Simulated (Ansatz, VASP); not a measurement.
# One calculation of Re, two programs

The input INCAR:

```
SYSTEM = Re
ALGO = Fast
EDIFF = 1E-7
ENCUT = 520
GGA = PE
ISIF = 2
ISMEAR = 0
LASPH = .TRUE.
LCHARG = .FALSE.
LREAL = .FALSE.
LWAVE = .FALSE.
NBANDS = 10
NELM = 80
PREC = Accurate
SIGMA = 0.15
```

Contents of KPOINTS:

```
k-points
0
G
  10 10 10
  0 0 0
```

The input POSCAR:

```
Re
1.0
    0.0000000000      2.1217502488      1.6401129423
    2.1217502488      0.0000000000      1.6401129423
    2.1217502488      2.1217502488      0.0000000000
Re
1
Direct
    0.0000000000      0.0000000000      0.0000000000
```

Input for Ansatz:

```yaml
crystal:
  lattice:
    - [0.0, 2.1217502488, 1.6401129423]
    - [2.1217502488, 0.0, 1.6401129423]
    - [2.1217502488, 2.1217502488, 0.0]
  atoms:
    - { symbol: Re, position: [0.0, 0.0, 0.0] }
basis:
  ecutwfc: 420
kpoints:
  mp_grid: { grid: [10, 10, 10] }
hamiltonian:
  xc: pbe
scf:
  occupations: { method: gaussian, width: 0.15 }
output:
  forces: true
  stress: true
  eigenvalues: true
```

Alike in both runs: task single point; functional PBE; k mesh 10 × 10 × 10; occupations gaussian, width 0.15 eV; no spin polarisation.

```csv
,VASP,Ansatz
version,VASP 6.6.1,Ansatz 0.2.0
potentials or method,"VASP PAW PBE potentials, release 64 (Re), cutoff 520 eV","scalar-relativistic, plane waves, PAW"
valence electrons in the cell,7,15
```

|  | VASP | Ansatz | Ansatz less VASP |
| --- | --- | --- | --- |
| gap on the k mesh at the Fermi level (eV) | none | none | - |
| pressure (GPa) | 8.2 | 8.7 | +0.41 |
| traceless stress, the component that is largest in VASP (GPa) | 2.21 | 1.61 | -0.604 |

A gap of «none» marks a metal or a gap that the smearing closes. The functional is the same, so the differences come from potentials, cutoffs and numerics. VASP's potentials hold 7 valence electrons a cell and Ansatz's 15, so a difference there can come from the potentials and not from the codes.

Neither program's run includes spin-orbit coupling.
